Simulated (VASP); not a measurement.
# TePb in VASP: a series of runs, part 2 of 2

VASP 6.6.1. Earlier steps stand in the parts before.

### Step 3. Single point, PBEsol, collinear spin, ferromagnetic start

This run uses another cell than the first one, of 242.68 Å³/atom, 1.238 times its volume.

INCAR reads:

```
SYSTEM = TePb
  PREC = Accurate
  ENCUT = 520
  EDIFF = 1E-7
  ISMEAR = 0
  SIGMA = 0.05
  LREAL = .FALSE.
  LASPH = .TRUE.
  NELM = 150
  ALGO = Normal
  ISIF = 2
  LWAVE = .FALSE.
  LCHARG = .TRUE.
  ISPIN = 2
  MAGMOM = 0.5 0.5
  LORBIT = 11
  GGA = PS
  LELF = .TRUE.
  LVHAR = .TRUE.
  NBANDS = 21
```

KPOINTS reads:

```
Automatic mesh
0
G
  1 1 11
  0 0 0
```

POSCAR reads:

```
TePb
1.0
    9.0000000000      0.0000000000      0.0000000000
    0.0000000000      9.3000000000      0.0000000000
    0.0000000000      0.0000000000      5.7988195212
Te Pb
1 1
Direct
    0.5000000000      0.5000000000      0.0000000000
    0.5000000000      0.5000000000      0.4650000000
```

Potentials or basis: VASP PAW PBE potentials, release 64 (Te, Pb_d).

Launch:

```bash
cat potpaw_PBE.64/Te/POTCAR potpaw_PBE.64/Pb_d/POTCAR > POTCAR
mpirun -np 1 vasp_std > vasp.out
```

OUTCAR:

```text
SYSTEM = TePb
   PREC = Accurate
   ENCUT = 520
   EDIFF = 1E-7
   ISMEAR = 0
   LREAL = .FALSE.
   LASPH = .TRUE.
   NELM = 150
   ISIF = 2
   ISPIN = 2
   LORBIT = 11
   GGA = PS

 ion  position               nearest neighbor table
   1  0.500  0.500  0.000-   2 2.70   2 3.10
   2  0.500  0.500  0.465-   1 2.70   1 3.10

  LATTYP: Found a simple orthorhombic cell.
 ALAT       =     5.7988195212
 B/A-ratio  =     1.5520400259
 C/A-ratio  =     1.6037746935

  Lattice vectors:

 A1 = (   0.0000000000,   0.0000000000,   5.7988195212)
 A2 = (   9.0000000000,   0.0000000000,   0.0000000000)
 A3 = (   0.0000000000,   9.3000000000,   0.0000000000)

Analysis of symmetry for initial positions (statically):
=====================================================================
 Subroutine PRICEL returns:
 Original cell was already a primitive cell.

 Routine SETGRP: Setting up the symmetry group for a
 simple orthorhombic supercell.

 Subroutine GETGRP returns: Found  4 space group operations
 (whereof  4 operations were pure point group operations)
 out of a pool of  8 trial point group operations.

The static configuration has the point symmetry C_2v.

Analysis of symmetry for dynamics (positions and initial velocities):
=====================================================================
 Subroutine PRICEL returns:
 Original cell was already a primitive cell.

 Routine SETGRP: Setting up the symmetry group for a
 simple orthorhombic supercell.

 Subroutine GETGRP returns: Found  4 space group operations
 (whereof  4 operations were pure point group operations)
 out of a pool of  8 trial point group operations.

The dynamic configuration has the point symmetry C_2v.

Analysis of structural, dynamic, and magnetic symmetry:
=====================================================================
 Subroutine PRICEL returns:
 Original cell was already a primitive cell.

 Routine SETGRP: Setting up the symmetry group for a
 simple orthorhombic supercell.

 Subroutine GETGRP returns: Found  4 space group operations
 (whereof  4 operations were pure point group operations)
 out of a pool of  8 trial point group operations.

The overall configuration has the point symmetry C_2v.

 Subroutine INISYM returns: Found  4 space group operations
 (whereof  4 operations are pure point group operations),
 and found     1 'primitive' translations

----------------------------------------------------------------------------------------

                                     Primitive cell

  volume of cell :     485.3612

  direct lattice vectors                    reciprocal lattice vectors
     9.000000000  0.000000000  0.000000000     0.111111111  0.000000000  0.000000000
     0.000000000  9.300000000  0.000000000     0.000000000  0.107526882  0.000000000
     0.000000000  0.000000000  5.798819521     0.000000000  0.000000000  0.172448892

  length of vectors
     9.000000000  9.300000000  5.798819521     0.111111111  0.107526882  0.172448892

  position of ions in fractional coordinates (direct lattice)
     0.500000000  0.500000000  0.000000000
     0.500000000  0.500000000  0.465000000

  ion indices of the primitive-cell ions
   primitive index   ion index
[... 46 lines left out ...]
   PREC   = accura    normal or accurate (medium, high low for compatibility)
   ISTART =      0    job   : 0-new  1-cont  2-samecut
   ICHARG =      2    charge: 1-file 2-atom 10-const
   ISPIN  =      2    spin polarized calculation?
   LNONCOLLINEAR =      F non collinear calculations
   LSORBIT =      F    spin-orbit coupling
   LASPH  =      T    aspherical Exc in radial PAW
   ENCUT  =  520.0 eV  38.22 Ry    6.18 a.u.  16.73 17.29 10.78*2*pi/ulx,y,z
   NELM   =    150;   NELMIN=  2; NELMDL= -5     # of ELM steps
   EDIFF  = 0.1E-06   stopping-criterion for ELM
   LREAL  =      F    real-space projection
   EDIFFG = 0.1E-05   stopping-criterion for IOM
   NSW    =      0    number of steps for IOM
   IBRION =     -1    ionic relax: 0-MD 1-quasi-New 2-CG
   NFREE  =      0    steps in history (QN), initial steepest desc. (CG)
   ISIF   =      2    stress and relaxation
   ISYM   =      2    0-nonsym 1-usesym 2-fastsym
   POTIM  = 0.5000    time-step for ionic-motion
   TEBEG  =    0.0;   TEEND  =   0.0 temperature during run
   PSTRESS=    0.0 pullay stress
   NELECT =      20.0000    total number of electrons
   NUPDOWN=      -1.0000    fix difference up-down
   EMIN   =  10.00;   EMAX   =-10.00  energy-range for DOS
   EFERMI =   0.00;   METHOD = LEGACY
   ISMEAR =     0;   SIGMA  =   0.05  broadening in eV -4-tet -1-fermi 0-gaus
   EFERMI_NEDOS =   21; number of points for ismear=-14 and -15
   IALGO  =     38    algorithm
   IMIX   =      4    mixing-type and parameters
     AMIX     =   0.40;   BMIX     =  1.00
     AMIX_MAG =   1.60;   BMIX_MAG =  1.00
  volume/ion in A,a.u.               =     242.68      1637.69
  Fermi-wavevector in a.u.,A,eV,Ry     =   0.565453  1.068551  4.350287  0.319737
  Thomas-Fermi vector in A             =   1.603438
   LORBIT       =     11    0 simple, 1 ext, 2 COOP (PROOUT), +10 PAW based schemes
   GGA     = PS    functional components
   LHFCALC =     F    Hartree Fock is set to
   AEXX    =    0.0000 exact exchange contribution
   IVDW    =     0    specifies the selected vdW correction
   LEPSILON=     F    determine dielectric tensor
   LRPA    =     F    only Hartree local field effects (RPA)
 spin polarized calculation
 Gauss-broadening in eV      SIGMA  =   0.05
  energy-cutoff  :      520.00
  volume of cell :      485.36
 maximum number of plane-waves:     13088
 NGX is ok and might be reduce to    70
   NGX = 33   NGY = 35   NGZ = 21

 number of electron      20.0000001 magnetization       0.3634348

 Free energy of the ion-electron system (eV)
  ---------------------------------------------------
  ext. energy  EPLUGINS =         0.00000000
  ---------------------------------------------------
  free energy    TOTEN  =        -5.79839709 eV

  energy without entropy =       -5.79138011  energy(sigma->0) =       -5.79488860

 E-fermi :  -2.6279     XC(G=0):  -2.3953

 val. band max:       -2.6405520278   @ k =   0.0000   0.0000   0.4545
 cond. band min:      -2.5128742735   @ k =   0.0000   0.0000   0.4545
 fundamental gap:      0.1276777543
 Fermi energy:        -2.6278970497

 spin component 1

 k-point     1 :       0.0000    0.0000    0.0000
  band No.  band energies     occupation
      1     -20.3285      1.00000
      2     -20.3285      1.00000
      3     -20.3008      1.00000
      4     -20.1900      1.00000
      5     -20.1884      1.00000
      6     -13.9744      1.00000
[... 133 lines left out ...]
     20       3.4935      0.00000
     21       3.6022      0.00000
 Fermi energy:        -2.6278970497

 spin component 2

 k-point     1 :       0.0000    0.0000    0.0000
  band No.  band energies     occupation
      1     -20.2835      1.00000
      2     -20.2833      1.00000
      3     -20.2664      1.00000
      4     -20.1560      1.00000
      5     -20.1535      1.00000
      6     -13.8894      1.00000
[... 133 lines left out ...]
     20       3.5303      0.00000
     21       3.7245      0.00000

------------------------ aborting loop because EDIFF is reached ----------------------------------------

  FORCE on cell =-STRESS in cart. coord.  units (eV):
  Direction    XX          YY          ZZ          XY          YZ          ZX
  --------------------------------------------------------------------------------------
  -------------------------------------------------------------------------------------
  Total        0.0553659      0.0359316      1.0029898      0.0000000      0.0000000      0.0000000
  in kB        0.1827628      0.1186101      3.3108694      0.0000000      0.0000000      0.0000000
  external PRESSURE =       1.2040808 kB  Pullay stress =       0.0000000 kB

 VOLUME and BASIS-vectors are now :
 -----------------------------------------------------------------------------
  energy-cutoff  :      520.00
  volume of cell :      485.36
      direct lattice vectors                 reciprocal lattice vectors
     9.000000000  0.000000000  0.000000000     0.111111111  0.000000000  0.000000000
     0.000000000  9.300000000  0.000000000     0.000000000  0.107526882  0.000000000
     0.000000000  0.000000000  5.798819521     0.000000000  0.000000000  0.172448892

 POSITION                                       TOTAL-FORCE (eV/Angst)
 -----------------------------------------------------------------------------------
      4.50000      4.65000      0.00000         0.000000      0.000000     -0.492156
      4.50000      4.65000      2.69645         0.000000      0.000000      0.492156
 -----------------------------------------------------------------------------------
    total drift:                                0.000000      0.000000      0.000191

  FREE ENERGIE OF THE ION-ELECTRON SYSTEM (eV)
  ---------------------------------------------------
  free  energy   TOTEN  =        -5.7983970944 eV

  energy  without entropy=       -5.7913801083  energy(sigma->0) =       -5.79488860

 total charge

# of ion       s       p       d       tot
------------------------------------------
    1        1.395   1.961   0.017   3.374
    2        1.416   0.677   9.820  11.913
--------------------------------------------------
tot          2.811   2.638   9.838  15.287

 magnetization (x)

# of ion       s       p       d       tot
------------------------------------------
    1        0.002   0.029   0.003   0.034
    2        0.009   0.110   0.003   0.122
--------------------------------------------------
tot          0.011   0.140   0.005   0.156
```

It took 4.1 min on 1 thread of Intel Xeon Platinum 8488C (Sapphire Rapids), shared host; peak memory 0.74 GiB.

What came out:

* Free energy: -5.7984 eV
* Largest force: 0.492 eV/Å
* Net moment: 0.36 μB per cell
* Site moments: Te +0.03; Pb +0.12 μB
* Valence electrons inside the program's atomic spheres: Te 3.37; Pb 11.91

Forces in eV/Å, atoms in the order of the input:
```
Te   0.000  0.000 -0.492
Pb   0.000  0.000  0.492
```

Levels at points of the mesh, in eV from the Fermi level:
Spin up:
```csv
k point,band 7,band 8,band 9,band 10,band 11,band 12,band 13,band 14
"(0.00, 0.00, 0.00)",-7.37,-4.01,-2.08,-2.08,1.33,1.33,2.92,4.15
```
Spin down:
```tsv
k point	band 7	band 8	band 9	band 10	band 11	band 12	band 13	band 14
(0.00, 0.00, 0.00)	-7.24	-3.88	-2.00	-2.00	1.53	1.53	2.98	4.22
```

Caveat: the PAW data sets were made with another functional, which shifts forces and pressure a little; spin-orbit coupling is left out, which moves the levels of the heavy elements.

### Step 4. Single point, PBEsol, collinear spin, ferromagnetic start

This run uses another cell than the first one, of 249.96 Å³/atom, 1.275 times its volume.

INCAR reads:

```
SYSTEM = TePb
ALGO = Normal ; EDIFF = 1E-6
ENCUT = 520 ; GGA = PS
ISIF = 2 ; ISMEAR = 0
ISPIN = 2 ; LASPH = .TRUE.
LCHARG = .FALSE. ; LORBIT = 11
LREAL = .FALSE. ; LWAVE = .FALSE.
MAGMOM = 0.5 0.5 ; NBANDS = 21
NELM = 150 ; PREC = Accurate
SIGMA = 0.05
```

KPOINTS reads:

```
k-points
0
G
  1 1 13
  0 0 0
```

POSCAR reads:

```
TePb
1.0
   10.3000000000      0.0000000000      0.0000000000
    0.0000000000      9.3000000000      0.0000000000
    0.0000000000      0.0000000000      5.2189375691
Te Pb
1 1
Direct
    0.4366633790      0.5000000000      0.0000000000
    0.5633366210      0.5000000000      0.5000000000
```

Launch:

```bash
cat potpaw_PBE.64/Te/POTCAR potpaw_PBE.64/Pb_d/POTCAR > POTCAR
mpirun -np 1 vasp_std > vasp.out
```

Run time: 4.4 min. Hardware: 1 thread of Intel Xeon Platinum 8488C (Sapphire Rapids), shared host; peak memory 0.7 GiB.

The run converged. Its results:

```yaml
Free_energy: -6.2831 eV
Largest_force: 0.194 eV/Å
Band_gap_on_the_k_mesh: 0.76 eV, indirect (least direct gap 1.14 eV)
Net_moment: 0.00 μB per cell
Valence_electrons_inside_the_program's_atomic_spheres: Te 3.37; Pb 11.87
```

Forces on the atoms (eV/Å):
```
Te  -0.194  0.000  0.000
Pb   0.194  0.000  0.000
```

Levels at points of the mesh, in eV from the valence-band top:
Spin up:
| k point | band 6 | band 7 | band 8 | band 9 | band 10 | band 11 | band 12 | band 13 | band 14 | band 15 |
| --- | --- | --- | --- | --- | --- | --- | --- | --- | --- | --- |
| (0.00, 0.00, 0.00) | -10.45 | -6.77 | -2.39 | -1.22 | -0.23 | 1.06 | 1.94 | 3.87 | 4.25 | 5.00 |
Spin down:
```tsv
k point	band 6	band 7	band 8	band 9	band 10	band 11	band 12	band 13	band 14	band 15
(0.00, 0.00, 0.00)	-10.45	-6.77	-2.39	-1.22	-0.23	1.06	1.94	3.87	4.25	5.00
```

Caveat: the PAW data sets were made with another functional, which shifts forces and pressure a little; spin-orbit coupling is left out, which moves the levels of the heavy elements.

### Step 5. Overview

| cell | k mesh | gap on the mesh (eV) | moment (μB) | largest force (eV/Å) |
| --- | --- | --- | --- | --- |
| a = 10.300, b = 9.300, c = 4.094 Å, 2 atoms | 1 × 1 × 13 | 1.70 | 0.00 | 0.03 |
| a = 9.000, b = 9.300, c = 5.799 Å, 2 atoms | 1 × 1 × 11 | none | 0.36 | 0.49 |
| a = 10.300, b = 9.300, c = 5.219 Å, 2 atoms | 1 × 1 × 13 | 0.76 | 0.00 | 0.19 |

Alike in all rows: task single point; level PBEsol; potentials or basis VASP PAW PBE potentials, release 64 (Te, Pb_d); spin collinear, ferromagnetic start; cutoff (eV) 520; smearing gaussian 0.05 eV.

Caveats: the PAW data sets were made with another functional, which shifts forces and pressure a little; spin-orbit coupling is left out, which moves the levels of the heavy elements.

Absolute energies hang on the potentials; compare differences alone.
